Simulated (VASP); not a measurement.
# Ag: single point with PBEsol

System: Ag, a slab with vacuum.

```
Ag
1.0
     2.86695    0.00000    0.00000
     0.00000    4.05448    0.00000
     0.00000    0.00000   17.09770
Ag
4
Direct
  0.25000 0.25000 0.38017
  0.75000 0.75000 0.45445
  0.25000 0.25000 0.54555
  0.75000 0.75000 0.61983
```

```json
{
 "Program": "VASP 6.6.1",
 "Task": "single point",
 "Functional": "PBEsol",
 "Potentials or basis": "VASP PAW PBE potentials, release 64 (Ag)",
 "Cutoff": "520 eV",
 "k mesh": "14 × 10 × 1",
 "Occupations": "fermi-dirac, width 0.05 eV",
 "Spin": "no spin polarisation"
}
```

The largest force is 0.011 eV/Å and the band gap on the k mesh is zero (bands 22 and 23 overlap by 2.87 eV).

Forces on the atoms (eV/Å):
```
Ag   0.000  0.000  0.011
Ag   0.000  0.000  0.002
Ag   0.000  0.000 -0.002
Ag   0.000  0.000 -0.011
```

Levels at points of the mesh, in eV from the Fermi level:
```csv
k point,band 19,band 20,band 21,band 22,band 23,band 24,band 25,band 26
"(0.00, 0.00, 0.00)",-3.15,-3.05,-2.73,-2.69,-0.45,2.45,2.87,3.89
"(0.50, 0.00, 0.00)",-2.88,-2.88,-0.08,-0.08,1.35,1.35,4.50,4.50
"(0.00, 0.50, 0.00)",-2.94,-2.94,-2.83,-2.83,-0.91,-0.91,1.69,1.69
"(0.50, 0.50, 0.00)",-2.88,-2.88,0.78,0.78,3.69,3.69,4.01,4.01
```

Wall time 2.7 min on 1 thread of AMD EPYC 9R45 96-Core Processor (Zen 5), on a shared host, peak memory 0.37 GiB.

Caveat: the PAW data sets were made with another functional, which shifts forces and pressure a little.
